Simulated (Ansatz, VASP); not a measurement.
# SiGe: VASP beside Ansatz

File INCAR:

```
SYSTEM = SiGe
PREC     = Accurate       ! precision mode
ENCUT    = 520            ! plane-wave cutoff, eV
EDIFF    = 1E-6           ! SCF threshold, eV
ISMEAR   = 0              ! smearing method
SIGMA    = 0.03           ! smearing width, eV
LREAL    = .False.        ! projectors in reciprocal space
LASPH    = .True.         ! aspherical terms in the spheres
NELM     = 60             ! most SCF steps
ALGO     = Normal         ! electronic algorithm
ISIF     = 2              ! what is computed and relaxed
LWAVE    = .False.        ! write WAVECAR
LCHARG   = .False.        ! write CHGCAR
GGA      = CA             ! functional
NBANDS   = 26             ! bands
```

Contents of KPOINTS:

```
regular mesh
0
Gamma
  12 12 6
  0 0 0
```

The input POSCAR:

```
SiGe
1.0
    3.9988411681      0.0000000000      0.0000000000
   -1.9994205841      3.4630980373      0.0000000000
    0.0000000000      0.0000000000      5.5088035932
Si Ge
2 2
Direct
    0.6666666667      0.3333333333      0.8745031008
    0.3333333333      0.6666666667      0.3745031008
    0.6666666667      0.3333333333      0.5004958992
    0.3333333333      0.6666666667      0.0004958992
```

Input for Ansatz:

```yaml
crystal:
  lattice:
    - [3.9988411681, 0.0, 0.0]
    - [-1.9994205841, 3.4630980373, 0.0]
    - [0.0, 0.0, 5.5088035932]
  atoms:
    - { symbol: Si, position: [0.6666666667, 0.3333333333, 0.8745031008] }
    - { symbol: Si, position: [0.3333333333, 0.6666666667, 0.3745031008] }
    - { symbol: Ge, position: [0.6666666667, 0.3333333333, 0.5004958992] }
    - { symbol: Ge, position: [0.3333333333, 0.6666666667, 0.0004958992] }
basis:
  ecutwfc: 420
kpoints:
  mp_grid: { grid: [12, 12, 6] }
hamiltonian:
  xc: lda
  pseudopotentials: { kind: paw, azcp: { folder: soft_1 } }
scf:
  occupations: { method: gaussian, width: 0.03 }
output:
  forces: true
  stress: true
  eigenvalues: true
```

Alike in both runs: task single point; functional LDA; k mesh 12 × 12 × 6; occupations gaussian, width 0.03 eV; no spin polarisation.

```csv
,VASP,Ansatz
version,VASP 6.6.1,Ansatz 0.2.0
potentials or method,"VASP PAW LDA potentials, release 64 (Si, Ge_d), cutoff 520 eV","scalar-relativistic, plane waves, PAW"
valence electrons in the cell,36,36
```

Ansatz gave:

| Quantity | Value |
| --- | --- |
| gap on the k mesh at the Fermi level (eV) | none |
| pressure (GPa) | 15.1 |
| traceless stress, the component that is largest in VASP (GPa) | 40.54 |
| rms of the force components (eV/Å) | 2.454 |

Problem. Estimate VASP's values.

Solution. gap on the k mesh at the Fermi level (eV): none; pressure (GPa): 15.2; traceless stress, the component that is largest in VASP (GPa): 40.59; rms of the force components (eV/Å): 2.453.

Ansatz warns that its potentials were made for another functional, while VASP's fit it. LDA's correlation is that of Perdew and Zunger in VASP and of Perdew and Wang (1992) in Ansatz. Atom by atom the forces differ by 0.001 eV/Å (rms over components). A gap of «none» marks a metal or a gap that the smearing closes.
